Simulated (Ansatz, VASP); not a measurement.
# Two plane-wave programs on Sr2CuSO2

Contents of INCAR:

```
SYSTEM = Sr2CuSO2
PREC = Accurate
ENCUT = 520
EDIFF = 1E-6
ISMEAR = 0
SIGMA = 0.1
LREAL = .FALSE.
LASPH = .TRUE.
NELM = 80
ALGO = Normal
ISIF = 2
LWAVE = .FALSE.
LCHARG = .FALSE.
GGA = PE
NBANDS = 34
```

Contents of KPOINTS:

```
Automatic mesh
0
G
  10 10 6
  0 0 0
```

The input POSCAR:

```
Sr2CuSO2
1.0
    3.9023430000      0.0000000000      0.0000000000
    0.0000000000      3.9023430000      0.0000000000
    0.0000000000      0.0000000000      6.8812800000
Sr Cu S O
2 1 1 2
Direct
    0.0000000000      0.0000000000      0.2491570000
    0.0000000000      0.0000000000      0.7508430000
    0.5000000000      0.5000000000      0.0000000000
    0.5000000000      0.5000000000      0.5000000000
    0.0000000000      0.5000000000      0.0000000000
    0.5000000000      0.0000000000      0.0000000000
```

Input for Ansatz:

```yaml
crystal:
  lattice:
    - [3.902343, 0.0, 0.0]
    - [0.0, 3.902343, 0.0]
    - [0.0, 0.0, 6.88128]
  atoms:
    - { symbol: Sr, position: [0.0, 0.0, 0.249157] }
    - { symbol: Sr, position: [0.0, 0.0, 0.750843] }
    - { symbol: Cu, position: [0.5, 0.5, 0.0] }
    - { symbol: S, position: [0.5, 0.5, 0.5] }
    - { symbol: O, position: [0.0, 0.5, 0.0] }
    - { symbol: O, position: [0.5, 0.0, 0.0] }
basis:
  ecutwfc: 420
kpoints:
  mp_grid: { grid: [10, 10, 6] }
hamiltonian:
  xc: pbe
scf:
  occupations: { method: gaussian, width: 0.1 }
  lower_state_search: "off"
output:
  forces: true
  stress: true
  eigenvalues: true
  write_density: true
  write_potential: true
  elf: true
  volumetric_format: npy
```

Alike in both runs: task single point; functional PBE; k mesh 10 × 10 × 6; occupations gaussian, width 0.1 eV; no spin polarisation.

```csv
,VASP,Ansatz
version,VASP 6.6.1,Ansatz 0.2.0
potentials or method,"VASP PAW PBE potentials, release 64 (Sr_sv, Cu, S, O), cutoff 520 eV","scalar-relativistic, plane waves, PAW"
valence electrons in the cell,49,57
```

```tsv
	VASP	Ansatz	Ansatz less VASP
gap on the k mesh at the Fermi level (eV)	none	none	-
pressure (GPa)	0.3	-0.1	-0.45
traceless stress, the component that is largest in VASP (GPa)	-0.07	0.07	+0.143
rms of the force components (eV/Å)	0.016	0.032	+0.0160
```

Atom by atom the forces differ by 0.016 eV/Å (rms over components). A gap of «none» marks a metal or a gap that the smearing closes. With one functional, cell and mesh, what is left measures potentials, basis and numerics. VASP's potentials hold 49 valence electrons a cell and Ansatz's 57, so a difference there can come from the potentials and not from the codes.
